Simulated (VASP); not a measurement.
Input of a VASP 6.6.1 run:

The input POSCAR:

```
W
1.0
    0.0000000000      2.1203881286      1.8023299093
    2.1203881286      0.0000000000      1.8023299093
    2.1203881286      2.1203881286      0.0000000000
W
1
Direct
    0.0000000000      0.0000000000      0.0000000000
```

Contents of INCAR.step1:

```
SYSTEM = W
PREC = Accurate
ENCUT = 520
ISMEAR = 0
SIGMA = 0.15
LREAL = .FALSE.
LASPH = .TRUE.
NELM = 100
NBANDS = 13
GGA = PE
ALGO = Normal
EDIFF = 1E-4
LWAVE = .TRUE.
LCHARG = .FALSE.
```

INCAR.step2

```
SYSTEM = W
PREC = Accurate
ENCUT = 520
EDIFF = 1E-7
ISMEAR = 0
SIGMA = 0.15
LREAL = .FALSE.
LASPH = .TRUE.
NELM = 100
ALGO = Normal
ISIF = 2
LWAVE = .FALSE.
LCHARG = .FALSE.
METAGGA = R2SCAN
LMIXTAU = .TRUE.
NBANDS = 13
ISTART = 1
```

KPOINTS

```
regular mesh
0
G
  28 28 28
  0 0 0
```

Potentials or basis: VASP PAW PBE potentials, release 64 (W_sv).

Command:

```bash
$ cat potpaw_PBE.64/W_sv/POTCAR > POTCAR
$ cp INCAR.step1 INCAR
$ mpirun -np 1 vasp_std > vasp.out
$ cp INCAR.step2 INCAR
$ mpirun -np 1 vasp_std > vasp.out
```

Q: Estimate the pressure.

A: -0.7 GPa.

Q: What does it give for the band gap on the k mesh?

A: Zero (bands 7 and 8 overlap by 5.84 eV).

Stress tensor (GPa, compression positive):
```
 10.86   0.00   0.00
  0.00  10.86   0.00
  0.00   0.00 -23.75
```

Caveat: the PAW data sets were made with another functional, which shifts forces and pressure a little; spin-orbit coupling is left out, which moves the levels of the heavy elements.
